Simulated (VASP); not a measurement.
# Si (Immm) in VASP: notebook

The runs below take Si through single point, with LDA.

All numbers are computed with VASP 6.6.1; they aren't measurements. Logs are shortened: lines on timing, memory, paths and dates and some standing lists are left out, and cuts for length are marked.

## Step 1: The cell of the first run

Symmetry: Immm, No. 71, orthorhombic system. Conventional cell: a = 2.641 Å, b = 3.050 Å, c = 3.457 Å, α = 90.00°, β = 90.00°, γ = 90.00°. Si (site symmetry mmm) has 14 Si at 2.64 to 3.46 Å within 3.5 Å.

## Step 2: Single point, LDA (strain +0.0625 x Voigt [1, -1, 0, 0, 0, 0])

Input file INCAR:

```
PREC     = Accurate       # precision mode
ENCUT    = 520            # plane-wave cutoff, eV
EDIFF    = 1E-6           # SCF threshold, eV
ISMEAR   = 0              # smearing method
SIGMA    = 0.15           # smearing width, eV
LREAL    = F              # projectors in reciprocal space
LASPH    = T              # aspherical terms in the spheres
NELM     = 60             # most SCF steps
ALGO     = Normal         # electronic algorithm
ISIF     = 2              # what is computed and relaxed
LWAVE    = F              # write WAVECAR
LCHARG   = F              # write CHGCAR
NBANDS   = 8              # bands
```

Input file KPOINTS:

```
regular mesh
0
Gamma
  22 22 22
```

Input file POSCAR:

```
Si
1.0
   -1.7285971131      1.5252327469      1.3203298500
    1.7285971131     -1.5252327469      1.3203298500
    1.7285971131      1.5252327469     -1.3203298500
Si
1
Direct
    0.0000000000      0.0000000000      0.0000000000
```

Potentials or basis: VASP PAW LDA potentials, release 64 (Si).

The run is started by

```bash
> cat potpaw_LDA.64/Si/POTCAR > POTCAR
> mpirun -np 1 vasp_std > vasp.out
```

OUTCAR:

```text
PREC = Accurate
   ENCUT = 520
   EDIFF = 1E-6
   ISMEAR = 0
   LREAL = F
   LASPH = T
   NELM = 60
   ISIF = 2

 ion  position               nearest neighbor table
   1  0.000  0.000  0.000-

  LATTYP: Found a body centered orthorhombic cell.
 ALAT       =     2.6406597000
 B/A-ratio  =     1.1551906873
 C/A-ratio  =     1.3092161122

  Lattice vectors:

 A1 = (  -1.7285971131,   1.5252327469,  -1.3203298500)
 A2 = (  -1.7285971131,  -1.5252327469,   1.3203298500)
 A3 = (   1.7285971131,   1.5252327469,   1.3203298500)

Analysis of symmetry for initial positions (statically):
=====================================================================
 Subroutine PRICEL returns:
 Original cell was already a primitive cell.

 Routine SETGRP: Setting up the symmetry group for a
 body centered orthorhombic supercell.

 Subroutine GETGRP returns: Found  8 space group operations
 (whereof  8 operations were pure point group operations)
 out of a pool of  8 trial point group operations.

The static configuration has the point symmetry D_2h.

Analysis of symmetry for dynamics (positions and initial velocities):
=====================================================================
 Subroutine PRICEL returns:
 Original cell was already a primitive cell.

 Routine SETGRP: Setting up the symmetry group for a
 body centered orthorhombic supercell.

 Subroutine GETGRP returns: Found  8 space group operations
 (whereof  8 operations were pure point group operations)
 out of a pool of  8 trial point group operations.

The dynamic configuration has the point symmetry D_2h.

 Subroutine INISYM returns: Found  8 space group operations
 (whereof  8 operations are pure point group operations),
 and found     1 'primitive' translations

----------------------------------------------------------------------------------------

                                     Primitive cell

  volume of cell :      13.9243

  direct lattice vectors                    reciprocal lattice vectors
    -1.728597113  1.525232747  1.320329850     0.000000000  0.327818820  0.378693249
     1.728597113 -1.525232747  1.320329850     0.289251900  0.000000000  0.378693249
     1.728597113  1.525232747 -1.320329850     0.289251900  0.327818820  0.000000000

  length of vectors
     2.656624517  2.656624517  2.656624517     0.500872993  0.476524121  0.437186277

  position of ions in fractional coordinates (direct lattice)
     0.000000000  0.000000000  0.000000000

  ion indices of the primitive-cell ions
   primitive index   ion index
                 1           1

----------------------------------------------------------------------------------------

 KPOINTS: regular mesh

Automatic generation of k-mesh.
 Grid dimensions read from file:
 generate k-points for:   22   22   22

 Generating k-lattice:

  Cartesian coordinates                     Fractional coordinates (reciprocal lattice)
     0.000000000  0.014900855  0.017213329     0.045454545  0.000000000 -0.000000000
     0.013147814  0.000000000  0.017213329     0.000000000  0.045454545 -0.000000000
     0.013147814  0.014900855  0.000000000     0.000000000  0.000000000  0.045454545

  Length of vectors
     0.022766954  0.021660187  0.019872104

  Shift w.r.t. Gamma in fractional coordinates (k-lattice)
     0.000000000  0.000000000  0.000000000

 Subroutine IBZKPT returns following result:
 ===========================================

 Found   1530 irreducible k-points:

 Following reciprocal coordinates:
            Coordinates               Weight
  0.000000  0.000000  0.000000      1.000000
  0.045455  0.000000  0.000000      4.000000
  0.090909  0.000000  0.000000      4.000000
  0.136364  0.000000 -0.000000      4.000000
  0.181818  0.000000 -0.000000      4.000000
  0.227273  0.000000  0.000000      4.000000
[... 16 lines left out ...]
  0.454545  0.045455  0.000000      8.000000
  0.500000  0.045455 -0.000000      8.000000
 [... further k-points ...]
   k-points           NKPTS =   1530   k-points in BZ     NKDIM =   1530   number of bands    NBANDS=      8
   number of dos      NEDOS =    301   number of ions     NIONS =      1
   total plane-waves  NPLWV =   8000
   dimension x,y,z NGX =    20 NGY =   20 NGZ =   20
   dimension x,y,z NGXF=    40 NGYF=   40 NGZF=   40
   ions per type =               1
   NGX,Y,Z   is equivalent  to a cutoff of  12.52, 12.52, 12.52 a.u.
   NGXF,Y,Z  is equivalent  to a cutoff of  25.03, 25.03, 25.03 a.u.
 SYSTEM =  unknown system
   PREC   = accura    normal or accurate (medium, high low for compatibility)
   ISTART =      0    job   : 0-new  1-cont  2-samecut
   ICHARG =      2    charge: 1-file 2-atom 10-const
   ISPIN  =      1    spin polarized calculation?
   LNONCOLLINEAR =      F non collinear calculations
   LSORBIT =      F    spin-orbit coupling
   LASPH  =      T    aspherical Exc in radial PAW
   ENCUT  =  520.0 eV  38.22 Ry    6.18 a.u.   4.94  4.94  4.94*2*pi/ulx,y,z
   NELM   =     60;   NELMIN=  2; NELMDL= -5     # of ELM steps
   EDIFF  = 0.1E-05   stopping-criterion for ELM
   LREAL  =      F    real-space projection
   EDIFFG = 0.1E-04   stopping-criterion for IOM
   NSW    =      0    number of steps for IOM
   IBRION =     -1    ionic relax: 0-MD 1-quasi-New 2-CG
   NFREE  =      0    steps in history (QN), initial steepest desc. (CG)
   ISIF   =      2    stress and relaxation
   ISYM   =      2    0-nonsym 1-usesym 2-fastsym
   POTIM  = 0.5000    time-step for ionic-motion
   TEBEG  =    0.0;   TEEND  =   0.0 temperature during run
   PSTRESS=    0.0 pullay stress
   NELECT =       4.0000    total number of electrons
   NUPDOWN=      -1.0000    fix difference up-down
   EMIN   =  10.00;   EMAX   =-10.00  energy-range for DOS
   EFERMI =   0.00;   METHOD = LEGACY
   ISMEAR =     0;   SIGMA  =   0.15  broadening in eV -4-tet -1-fermi 0-gaus
   EFERMI_NEDOS =   21; number of points for ismear=-14 and -15
   IALGO  =     38    algorithm
   IMIX   =      4    mixing-type and parameters
     AMIX     =   0.40;   BMIX     =  1.00
     AMIX_MAG =   1.60;   BMIX_MAG =  1.00
  volume/ion in A,a.u.               =      13.92        93.97
  Fermi-wavevector in a.u.,A,eV,Ry     =   1.080200  2.041281 15.875705  1.166831
  Thomas-Fermi vector in A             =   2.216185
   LORBIT       =      0    0 simple, 1 ext, 2 COOP (PROOUT), +10 PAW based schemes
   GGA     = CA    functional components
   LHFCALC =     F    Hartree Fock is set to
   AEXX    =    0.0000 exact exchange contribution
   IVDW    =     0    specifies the selected vdW correction
   LEPSILON=     F    determine dielectric tensor
   LRPA    =     F    only Hartree local field effects (RPA)
 non-spin polarized calculation
 Gauss-broadening in eV      SIGMA  =   0.15
  energy-cutoff  :      520.00
  volume of cell :       13.92
 maximum number of plane-waves:       392
   NGX =  9   NGY =  9   NGZ =  9

 number of electron       4.0000000 magnetization

 Free energy of the ion-electron system (eV)
  ---------------------------------------------------
  ext. energy  EPLUGINS =         0.00000000
  ---------------------------------------------------
  free energy    TOTEN  =        -5.53802275 eV

  energy without entropy =       -5.53353669  energy(sigma->0) =       -5.53577972

 E-fermi :  10.6158     XC(G=0): -11.4124

 val. band max:       10.6157445336   @ k =   0.2273   0.1818   0.1364
 cond. band min:      10.6186902966   @ k =   0.3636   0.1364   0.1364
 fundamental gap:      0.0029457630
 Fermi energy:        10.6158257705

 k-point     1 :       0.0000    0.0000    0.0000
  band No.  band energies     occupation
      1      -4.1227      2.00000
      2      20.4819      0.00000
      3      20.6285      0.00000
      4      21.0795      0.00000
      5      23.4540      0.00000
      6      24.0516      0.00000
      7      24.7138      0.00000
      8      27.0809      0.00000

 k-point     2 :       0.0455    0.0000    0.0000
  band No.  band energies     occupation
      1      -4.0476      2.00000
      2      19.6165      0.00000
      3      20.3441      0.00000
      4      21.8913      0.00000
      5      22.9200      0.00000
      6      24.4204      0.00000
      7      24.6490      0.00000
      8      26.6056      0.00000

 k-point     3 :       0.0909    0.0000    0.0000
  band No.  band energies     occupation
      1      -3.8225      2.00000
      2      18.5938      0.00000
      3      19.7000      0.00000
      4      21.8652      0.00000
      5      22.1591      0.00000
      6      24.5138      0.00000
      7      25.3620      0.00000
      8      25.6922      0.00000

 k-point     4 :       0.1364    0.0000   -0.0000
  band No.  band energies     occupation
      1      -3.4477      2.00000
      2      17.6727      0.00000
      3      18.9615      0.00000
      4      20.3119      0.00000
      5      21.3286      0.00000
      6      23.9815      0.00000
      7      25.7145      0.00000
      8      26.9176      0.00000

 k-point     5 :       0.1818    0.0000   -0.0000
  band No.  band energies     occupation
      1      -2.9242      2.00000
      2      16.8721      0.00000
      3      18.2488      0.00000
      4      18.3785      0.00000
      5      20.2691      0.00000
      6      22.7932      0.00000
      7      27.2957      0.00000
      8      28.2263      0.00000

 k-point     6 :       0.2273    0.0000    0.0000
  band No.  band energies     occupation
      1      -2.2532      2.00000
      2      16.1972      0.00000
      3      16.2775      0.00000
      4      17.6098      0.00000
      5      19.2459      0.00000
      6      21.7971      0.00000
      7      29.0359      0.00000
      8      29.3661      0.00000

 k-point     7 :       0.2727    0.0000    0.0000
  band No.  band energies     occupation
      1      -1.4362      2.00000
      2      14.1539      0.00000
      3      15.6489      0.00000
      4      17.0633      0.00000
      5      18.3244      0.00000
      6      20.9543      0.00000
      7      29.9284      0.00000
      8      30.8732      0.00000
[... 133 lines left out ...]
 k-point    20 :       0.3182    0.0455   -0.0000
  band No.  band energies     occupation
      1       0.1824      2.00000
      2      10.9563      0.00133
      3      15.1703      0.00000
      4      15.7341      0.00000
      5      17.7603      0.00000
      6      19.9634      0.00000
      7      29.5368      0.00000
      8      32.9769      0.00000

 k-point    21 :       0.3636    0.0455    0.0000
  band No.  band energies     occupation
      1       1.3646      2.00000
      2       9.0326      2.00000
      3      14.7374      0.00000
      4      15.3784      0.00000
      5      17.3642      0.00000
      6      19.5937      0.00000
      7      30.1097      0.00000
      8      34.7602      0.00000

 k-point    22 :       0.4091    0.0455    0.0000
  band No.  band energies     occupation
      1       2.6807      2.00000
      2       7.2232      2.00000
      3      14.3460      0.00000
      4      15.2253      0.00000
      5      17.0854      0.00000
      6      19.3891      0.00000
      7      30.7481      0.00000
      8      36.2149      0.00000

 k-point    23 :       0.4545    0.0455    0.0000
  band No.  band energies     occupation
      1       4.0974      2.00000
      2       5.5684      2.00000
      3      14.0481      0.00000
      4      15.2198      0.00000
      5      16.9334      0.00000
      6      19.3487      0.00000
      7      31.3902      0.00000
      8      36.7372      0.00000

 k-point    24 :       0.5000    0.0455   -0.0000
  band No.  band energies     occupation
      1       3.8885      2.00000
      2       5.7977      2.00000
      3      13.8673      0.00000
      4      15.3304      0.00000
      5      16.9237      0.00000
      6      19.4681      0.00000
      7      31.9070      0.00000
      8      36.2425      0.00000

 [... further k-points ...]
[... 5 lines left out ...]
  --------------------------------------------------------------------------------------
  -------------------------------------------------------------------------------------
  Total       -0.2849236      0.4062188     -0.0134345      0.0000000     -0.0000000      0.0000000
  in kB      -32.7843550     46.7410324     -1.5458255      0.0000000     -0.0000000      0.0000000
  external PRESSURE =       4.1369507 kB  Pullay stress =       0.0000000 kB

 VOLUME and BASIS-vectors are now :
 -----------------------------------------------------------------------------
  energy-cutoff  :      520.00
  volume of cell :       13.92
      direct lattice vectors                 reciprocal lattice vectors
    -1.728597113  1.525232747  1.320329850     0.000000000  0.327818820  0.378693249
     1.728597113 -1.525232747  1.320329850     0.289251900  0.000000000  0.378693249
     1.728597113  1.525232747 -1.320329850     0.289251900  0.327818820  0.000000000

 POSITION                                       TOTAL-FORCE (eV/Angst)
 -----------------------------------------------------------------------------------
      0.00000      0.00000      0.00000        -0.000000      0.000000      0.000000
 -----------------------------------------------------------------------------------
    total drift:                                0.000000      0.000000      0.000000

  FREE ENERGIE OF THE ION-ELECTRON SYSTEM (eV)
  ---------------------------------------------------
  free  energy   TOTEN  =        -5.5380227510 eV

  energy  without entropy=       -5.5335366884  energy(sigma->0) =       -5.53577972
```

It took 37 s on 1 thread of Intel Xeon 6975P-C (Granite Rapids), shared host; peak memory 0.23 GiB.

What came out:

* Free energy: -5.5380 eV
* Pressure: 0.4 GPa
* Band gap on the k mesh: zero (band 2 reaches 20.64 eV, above the bottom of band 3 at 7.05 eV)

Levels at points of the mesh, in eV from the Fermi level:
```csv
k point,band 1,band 2,band 3,band 4,band 5,band 6,band 7
"(0.00, 0.00, 0.00)",-14.74,9.87,10.01,10.46,12.84,13.44,14.10
"(0.50, 0.00, 0.00)",-6.13,-5.54,3.98,5.23,5.36,8.34,21.41
"(0.00, 0.50, 0.00)",-6.72,-6.62,5.86,7.62,7.84,10.35,16.06
"(0.50, 0.50, 0.00)",-8.46,-7.37,8.99,11.15,11.47,11.72,15.69
"(0.50, 0.50, 0.50)",-3.77,-2.26,-0.75,2.02,4.10,6.59,24.82
```

Caveat: the cell differs from its parent crystal (strain +0.0625 x Voigt [1, -1, 0, 0, 0, 0]).

## Step 3: Single point, LDA (strain +0.0375 x Voigt [1, -1, 0, 0, 0, 0])

Input file INCAR:

```
SYSTEM = Si
PREC = Accurate
ENCUT = 520
EDIFF = 1E-6
ISMEAR = 0
SIGMA = 0.15
LREAL = .FALSE.
LASPH = .TRUE.
NELM = 100
ALGO = Normal
ISIF = 2
LWAVE = .FALSE.
LCHARG = .TRUE.
LELF = .TRUE.
LVHAR = .TRUE.
NBANDS = 8
```

Input file KPOINTS:

```
Automatic mesh
0
G
  22 22 22
  0 0 0
```

Input file POSCAR:

```
Si
1.0
   -1.6879242399      1.5659056201      1.3203298500
    1.6879242399     -1.5659056201      1.3203298500
    1.6879242399      1.5659056201     -1.3203298500
Si
1
Direct
    0.0000000000      0.0000000000      0.0000000000
```

Potentials or basis: VASP PAW LDA potentials, release 64 (Si).

The run is started by

```bash
> cat potpaw_LDA.64/Si/POTCAR > POTCAR
> mpirun -np 1 vasp_std > vasp.out
```

Wall time 39 s (1 thread of Intel Xeon 6975P-C (Granite Rapids), shared host); peak memory 0.23 GiB.

It converged, with:

```yaml
Free_energy: -5.5549 eV
Pressure: 0.1 GPa
Band_gap_on_the_k_mesh: zero (band 2 reaches 20.43 eV, above the bottom of band 3 at 6.98 eV)
```

Stress tensor (GPa, compression positive):
```
-3.22  0.00  0.00
 0.00  3.98  0.00
 0.00  0.00 -0.37
```

Levels at points of the mesh, in eV from the Fermi level:
| k point | band 1 | band 2 | band 3 | band 4 | band 5 | band 6 |
| --- | --- | --- | --- | --- | --- | --- |
| (0.00, 0.00, 0.00) | -14.71 | 9.68 | 9.96 | 10.25 | 12.93 | 13.59 |
| (0.50, 0.00, 0.00) | -6.25 | -5.75 | 4.25 | 5.72 | 5.74 | 8.70 |
| (0.00, 0.50, 0.00) | -6.60 | -6.40 | 5.37 | 7.07 | 7.33 | 9.91 |
| (0.50, 0.50, 0.00) | -8.51 | -7.37 | 8.96 | 11.44 | 11.48 | 11.77 |
| (0.50, 0.50, 0.50) | -3.24 | -1.82 | -1.44 | 1.55 | 4.13 | 6.57 |

Caveat: the cell differs from its parent crystal (strain +0.0375 x Voigt [1, -1, 0, 0, 0, 0]).
